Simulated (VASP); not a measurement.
Crystal: Sn.

```xyz
2
Lattice="0.0000 3.2333 3.2333 3.2333 0.0000 3.2333 3.2333 3.2333 0.0000" Properties=species:S:1:pos:R:3 pbc="T T T"
Sn    3.2333    3.2333    3.2333
Sn    4.8500    4.8500    4.8500
```

This isn't the form of Sn at room conditions, which is tetragonal (white tin).

Base run:

```yaml
Program: VASP 6.6.1
Functional: r2SCAN
Potentials_or_basis: VASP PAW PBE potentials, release 64 (Sn_d)
Cutoff: 550 eV
k_mesh: 8 × 8 × 8
Occupations: gaussian, width 0.1 eV
Spin: no spin polarisation
```

Its results: band gap on the k mesh zero (filled and empty bands touch); pressure 2.2 GPa.

Problem. The run is repeated on the same cell with these changes: functional from r2SCAN to revPBE; cutoff from 550 eV to 500 eV. What comes out?

Solution. Band gap on the k mesh zero (bands 14 and 15 overlap by 0.02 eV); pressure 4.8 GPa.

Caveats: the PAW data sets were made with another functional, which shifts forces and pressure a little; spin-orbit coupling is left out, which moves the levels of the heavy elements; the cell stands under pressure (at least some runs).
